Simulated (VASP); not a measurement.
# Cu (Pm-3m) in VASP: further runs

Cu is run at these levels: PBEsol; tasks: single point, relaxation of cell and atoms.

All numbers are computed with VASP 6.6.1; they aren't measurements. Logs are shortened: lines on timing, memory, paths and dates and some standing lists are left out, and cuts for length are marked.

## 1. The cell of the first run

It takes space group Pm-3m (No. 221, cubic). Conventional cell: a = 2.358 Å, b = 2.358 Å, c = 2.358 Å, α = 90.00°, β = 90.00°, γ = 90.00°. Cu (site symmetry m-3m) has 6 Cu at 2.36 Å within 3.1 Å.

## 2. Single point, PBEsol

The input, INCAR:

```
SYSTEM = Cu
PREC = Accurate ; ENCUT = 520
EDIFF = 1E-6 ; ISMEAR = 0
SIGMA = 0.05 ; LREAL = .FALSE.
LASPH = .TRUE. ; NELM = 80
ALGO = Normal ; ISIF = 2
LWAVE = .FALSE. ; LCHARG = .FALSE.
GGA = PS ; NBANDS = 12
```

The input, KPOINTS:

```
regular mesh
0
G
  10 10 10
  0 0 0
```

The input, POSCAR:

```
Cu
1.0
    2.3581621887      0.0000000000      0.0000000000
    0.0000000000      2.3581621887      0.0000000000
    0.0000000000      0.0000000000      2.3581621887
Cu
1
Direct
    0.0000000000      0.0000000000      0.0000000000
```

Potentials or basis: VASP PAW PBE potentials, release 64 (Cu).

Started as:

```bash
$ cat potpaw_PBE.64/Cu/POTCAR > POTCAR
$ mpirun -np 1 vasp_std > vasp.out
```

OUTCAR:

```text
SYSTEM = Cu
   PREC = Accurate
   ENCUT = 520
   EDIFF = 1E-6
   ISMEAR = 0
   LREAL = .FALSE.
   LASPH = .TRUE.
   NELM = 80
   ISIF = 2
   GGA = PS

 ion  position               nearest neighbor table
   1  0.000  0.000  0.000-

  LATTYP: Found a simple cubic cell.
 ALAT       =     2.3581621887

  Lattice vectors:

 A1 = (   2.3581621887,   0.0000000000,   0.0000000000)
 A2 = (   0.0000000000,   2.3581621887,   0.0000000000)
 A3 = (   0.0000000000,   0.0000000000,   2.3581621887)

Analysis of symmetry for initial positions (statically):
=====================================================================
 Subroutine PRICEL returns:
 Original cell was already a primitive cell.

 Routine SETGRP: Setting up the symmetry group for a
 simple cubic supercell.

 Subroutine GETGRP returns: Found 48 space group operations
 (whereof 48 operations were pure point group operations)
 out of a pool of 48 trial point group operations.

The static configuration has the point symmetry O_h .

Analysis of symmetry for dynamics (positions and initial velocities):
=====================================================================
 Subroutine PRICEL returns:
 Original cell was already a primitive cell.

 Routine SETGRP: Setting up the symmetry group for a
 simple cubic supercell.

 Subroutine GETGRP returns: Found 48 space group operations
 (whereof 48 operations were pure point group operations)
 out of a pool of 48 trial point group operations.

The dynamic configuration has the point symmetry O_h .

 Subroutine INISYM returns: Found 48 space group operations
 (whereof 48 operations are pure point group operations),
 and found     1 'primitive' translations

----------------------------------------------------------------------------------------

                                     Primitive cell

  volume of cell :      13.1136

  direct lattice vectors                    reciprocal lattice vectors
     2.358162189  0.000000000  0.000000000     0.424059043  0.000000000  0.000000000
     0.000000000  2.358162189  0.000000000     0.000000000  0.424059043  0.000000000
     0.000000000  0.000000000  2.358162189     0.000000000  0.000000000  0.424059043

  length of vectors
     2.358162189  2.358162189  2.358162189     0.424059043  0.424059043  0.424059043

  position of ions in fractional coordinates (direct lattice)
     0.000000000  0.000000000  0.000000000

  ion indices of the primitive-cell ions
   primitive index   ion index
                 1           1

[... 75 lines left out ...]
   IBRION =     -1    ionic relax: 0-MD 1-quasi-New 2-CG
   NFREE  =      0    steps in history (QN), initial steepest desc. (CG)
   ISIF   =      2    stress and relaxation
   ISYM   =      2    0-nonsym 1-usesym 2-fastsym
   POTIM  = 0.5000    time-step for ionic-motion
   TEBEG  =    0.0;   TEEND  =   0.0 temperature during run
   PSTRESS=    0.0 pullay stress
   NELECT =      11.0000    total number of electrons
   NUPDOWN=      -1.0000    fix difference up-down
   EMIN   =  10.00;   EMAX   =-10.00  energy-range for DOS
   EFERMI =   0.00;   METHOD = LEGACY
   ISMEAR =     0;   SIGMA  =   0.05  broadening in eV -4-tet -1-fermi 0-gaus
   EFERMI_NEDOS =   21; number of points for ismear=-14 and -15
   IALGO  =     38    algorithm
   IMIX   =      4    mixing-type and parameters
     AMIX     =   0.40;   BMIX     =  1.00
     AMIX_MAG =   1.60;   BMIX_MAG =  1.00
  volume/ion in A,a.u.               =      13.11        88.49
  Fermi-wavevector in a.u.,A,eV,Ry     =   1.543946  2.917635 32.433142  2.383769
  Thomas-Fermi vector in A             =   2.649537
   LORBIT       =      0    0 simple, 1 ext, 2 COOP (PROOUT), +10 PAW based schemes
   GGA     = PS    functional components
   LHFCALC =     F    Hartree Fock is set to
   AEXX    =    0.0000 exact exchange contribution
   IVDW    =     0    specifies the selected vdW correction
   LEPSILON=     F    determine dielectric tensor
   LRPA    =     F    only Hartree local field effects (RPA)
 non-spin polarized calculation
 Gauss-broadening in eV      SIGMA  =   0.05
  energy-cutoff  :      520.00
  volume of cell :       13.11
 maximum number of plane-waves:       365
 NGX is ok and might be reduce to    18
   NGX =  9   NGY =  9   NGZ =  9

 number of electron      11.0000024 magnetization

 Free energy of the ion-electron system (eV)
  ---------------------------------------------------
  ext. energy  EPLUGINS =         0.00000000
  ---------------------------------------------------
  free energy    TOTEN  =        -3.78520027 eV

  energy without entropy =       -3.78452255  energy(sigma->0) =       -3.78486141

 E-fermi :   6.0756     XC(G=0): -12.2285

 val. band max:        5.8996727091   @ k =   0.5000   0.1000   0.1000
 cond. band min:       6.0755705288   @ k =   0.4000   0.3000   0.0000
 fundamental gap:      0.1758978197
 Fermi energy:         6.0755614788

 k-point     1 :       0.0000    0.0000    0.0000
  band No.  band energies     occupation
      1      -2.4032      2.00000
      2       1.9844      2.00000
      3       1.9844      2.00000
      4       4.7171      2.00000
      5       4.7171      2.00000
      6       4.7171      2.00000
      7      24.1851      0.00000
      8      24.1851      0.00000
      9      24.1851      0.00000
     10      27.6877      0.00000
     11      27.6877      0.00000
     12      31.7746      0.00000
[... 331 lines left out ...]
 k-point    24 :       0.3000    0.1000    0.1000
  band No.  band energies     occupation
      1       0.3922      2.00000
      2       2.3987      2.00000
      3       2.9445      2.00000
      4       4.0372      2.00000
      5       4.2571      2.00000
      6       4.6062      2.00000
      7      13.5293      0.00000
      8      23.5677      0.00000
      9      24.4090      0.00000
     10      32.3014      0.00000
     11      33.4930      0.00000
     12      34.7753      0.00000

 [... further k-points ...]
[... 5 lines left out ...]
  --------------------------------------------------------------------------------------
  -------------------------------------------------------------------------------------
  Total        0.0615847      0.0615847      0.0615847     -0.0000000      0.0000000     -0.0000000
  in kB        7.5242403      7.5242403      7.5242403     -0.0000000      0.0000000     -0.0000000
  external PRESSURE =       7.5242403 kB  Pullay stress =       0.0000000 kB

 VOLUME and BASIS-vectors are now :
 -----------------------------------------------------------------------------
  energy-cutoff  :      520.00
  volume of cell :       13.11
      direct lattice vectors                 reciprocal lattice vectors
     2.358162189  0.000000000  0.000000000     0.424059043  0.000000000  0.000000000
     0.000000000  2.358162189  0.000000000     0.000000000  0.424059043  0.000000000
     0.000000000  0.000000000  2.358162189     0.000000000  0.000000000  0.424059043

 POSITION                                       TOTAL-FORCE (eV/Angst)
 -----------------------------------------------------------------------------------
      0.00000      0.00000      0.00000         0.000000      0.000000      0.000000
 -----------------------------------------------------------------------------------
    total drift:                                0.000000      0.000000      0.000000

  FREE ENERGIE OF THE ION-ELECTRON SYSTEM (eV)
  ---------------------------------------------------
  free  energy   TOTEN  =        -3.7852002674 eV

  energy  without entropy=       -3.7845225523  energy(sigma->0) =       -3.78486141
```

Wall time 3.1 s (1 thread of Intel Xeon 6975P-C (Granite Rapids), shared host); peak memory 0.12 GiB.

What came out:

```yaml
Free_energy: -3.7852 eV
Pressure: 0.8 GPa
```

Caveat: the PAW data sets were made with another functional, which shifts forces and pressure a little.

## 3. Relaxation of cell and atoms, PBEsol

This run uses another cell than the first one, of 12.98 Å³/atom, 0.990 times its volume.

The input, INCAR:

```
SYSTEM = Cu
PREC     = Accurate       ! precision mode
ENCUT    = 600            ! plane-wave cutoff, eV
EDIFF    = 1E-6           ! SCF threshold, eV
ISMEAR   = 0              ! smearing method
SIGMA    = 0.05           ! smearing width, eV
LREAL    = .False.        ! projectors in reciprocal space
LASPH    = .True.         ! aspherical terms in the spheres
NELM     = 80             ! most SCF steps
ALGO     = Normal         ! electronic algorithm
ISIF     = 3              ! what is computed and relaxed
LWAVE    = .False.        ! write WAVECAR
LCHARG   = .False.        ! write CHGCAR
GGA      = PS             ! functional
IBRION   = 2              ! ionic algorithm
NSW      = 80             ! ionic steps
EDIFFG   = -0.02          ! ionic threshold
```

The input, KPOINTS:

```
Automatic mesh
0
Gamma
  10 10 10
  0 0 0
```

The input, POSCAR:

```
Cu
1.0
    2.3500000000      0.0000000000      0.0000000000
    0.0000000000      2.3500000000      0.0000000000
    0.0000000000      0.0000000000      2.3500000000
Cu
1
Direct
    0.0000000000      0.0000000000      0.0000000000
```

Potentials or basis: VASP PAW PBE potentials, release 64 (Cu).

Started as:

```bash
$ cat potpaw_PBE.64/Cu/POTCAR > POTCAR
$ mpirun -np 1 vasp_std > vasp.out
```

It took 6.6 s on 1 thread of Intel Xeon 6975P-C (Granite Rapids), shared host; peak memory 0.13 GiB.

Results (log left out):

```
Free energy                            : -3.7854 eV
Relaxed volume                         : 13.17 Å³/atom
Relaxed cell                           : a = 2.361 Å, b = 2.361 Å, c = 2.361 Å, α = 90.00°, β = 90.00°, γ = 90.00°
Space group after relaxing (to 0.05 Å) : Pm-3m (No. 221)
Energy gained by relaxing              : 1.1 meV/atom
Ionic steps                            : 3
Pressure after relaxing                : 0.1 GPa
```

The path:
| step | energy change (eV) | largest force (eV/Å) | pressure (GPa) | volume (Å³) |
| --- | --- | --- | --- | --- |
| 1 | 0.0000 | 0.0000 | 2.11 | 12.98 |
| 2 | -0.0007 | 0.0000 | -1.16 | 13.30 |
| 3 | -0.0011 | 0.0000 | 0.10 | 13.17 |

Final structure:
```yaml
crystal:
  lattice:
    - [2.36132, 0.00000, 0.00000]
    - [0.00000, 2.36132, 0.00000]
    - [0.00000, 0.00000, 2.36132]
  atoms:
    - { symbol: Cu, position: [0.00000, 0.00000, 0.00000] }
```

Levels at points of the mesh, in eV from the Fermi level:
| k point | band 1 | band 2 | band 3 | band 4 | band 5 | band 6 | band 7 | band 8 | band 9 |
| --- | --- | --- | --- | --- | --- | --- | --- | --- | --- |
| (0.00, 0.00, 0.00) | -8.45 | -4.07 | -4.07 | -1.36 | -1.36 | -1.36 | 18.06 | 18.06 | 18.06 |
| (0.50, 0.00, 0.00) | -4.51 | -3.72 | -2.19 | -2.19 | -1.56 | -1.28 | 2.12 | 23.80 | 24.81 |
| (0.50, 0.50, 0.00) | -4.47 | -3.47 | -2.03 | -2.03 | -0.79 | 4.29 | 4.29 | 9.18 | 10.15 |
| (0.50, 0.50, 0.50) | -3.72 | -3.72 | -3.72 | -0.74 | -0.74 | 10.33 | 10.33 | 10.33 | 13.46 |

Caveat: the PAW data sets were made with another functional, which shifts forces and pressure a little.
